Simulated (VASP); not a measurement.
A run of VASP 6.6.1 is set up as follows.

The input POSCAR:

```
TlW2
1.0
    0.0000000000      3.8368669385      3.8368669385
    3.8368669385      0.0000000000      3.8368669385
    3.8368669385      3.8368669385      0.0000000000
Tl W
2 4
Direct
    0.1250000000      0.1250000000      0.1250000000
   -0.1250000000     -0.1250000000     -0.1250000000
    0.5000000000      0.5000000000      0.5000000000
    0.5000000000      0.5000000000      0.0000000000
    0.5000000000      0.0000000000      0.5000000000
    0.0000000000      0.5000000000      0.5000000000
```

File INCAR.step1:

```
SYSTEM = TlW2
PREC = Accurate
ENCUT = 520
ISMEAR = -1
SIGMA = 0.05
LREAL = .False.
LASPH = .True.
NELM = 60
NBANDS = 50
GGA = PE
ALGO = Normal
EDIFF = 1E-4
LWAVE = .True.
LCHARG = .False.
```

File INCAR.step2:

```
SYSTEM = TlW2
PREC = Accurate
ENCUT = 520
EDIFF = 1E-7
ISMEAR = -1
SIGMA = 0.05
LREAL = .False.
LASPH = .True.
NELM = 60
ALGO = Normal
ISIF = 2
LWAVE = .False.
LCHARG = .False.
METAGGA = R2SCAN
LMIXTAU = .True.
NBANDS = 50
ISTART = 1
```

KPOINTS

```
Automatic mesh
0
Gamma
  7 7 7
  0 0 0
```

Potentials or basis: VASP PAW PBE potentials, release 64 (Tl_d, W_sv).

The run is started by

```console
$ cat potpaw_PBE.64/Tl_d/POTCAR potpaw_PBE.64/W_sv/POTCAR > POTCAR
$ cp INCAR.step1 INCAR
$ mpirun -np 1 vasp_std > vasp.out
$ cp INCAR.step2 INCAR
$ mpirun -np 1 vasp_std > vasp.out
```

(1) What does it give for the pressure?

(2) What does it give for the band gap on the k mesh?

## Answers

(1) 0.6 GPa.

(2) zero (band 41 reaches 11.91 eV, above the bottom of band 42 at 9.62 eV).

Caveat: the PAW data sets were made with another functional, which shifts forces and pressure a little; spin-orbit coupling is left out, which moves the levels of the heavy elements.
